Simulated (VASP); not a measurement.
ZnS:

```
Zn S
1.0
     3.58959    0.00000    0.00000
    -1.79480    3.10868    0.00000
     0.00000    0.00000    5.88000
Zn S
2 2
Direct
  0.00000 0.00000 0.00000
  0.00000 0.00000 0.50000
  0.33333 0.66667 0.25000
  0.66667 0.33333 0.75000
```

Program: VASP 6.6.1. Alike in all runs: task single point; potentials or basis VASP PAW PBE potentials, release 64 (Zn, S); no spin polarisation; cell as given; cutoff (eV) 520.

Order these runs on this cell by their pressure, lowest first.
A. level HSE06; k mesh 2 × 2 × 2; smearing gaussian 0.01 eV; grid for exact exchange (PRECFOCK) Normal; screening parameter 0.2079 1/Å
B. level PBEsol; k mesh 6 × 6 × 4; smearing gaussian 0.01 eV
C. level PBE; k mesh 6 × 6 × 4; smearing methfessel-paxton 0.001 eV

B (-2.0 GPa), C (2.5 GPa), A (4.6 GPa).

Caveats: some runs use coarse meshes; the PAW data sets were made with another functional, which shifts forces and pressure a little (some runs).
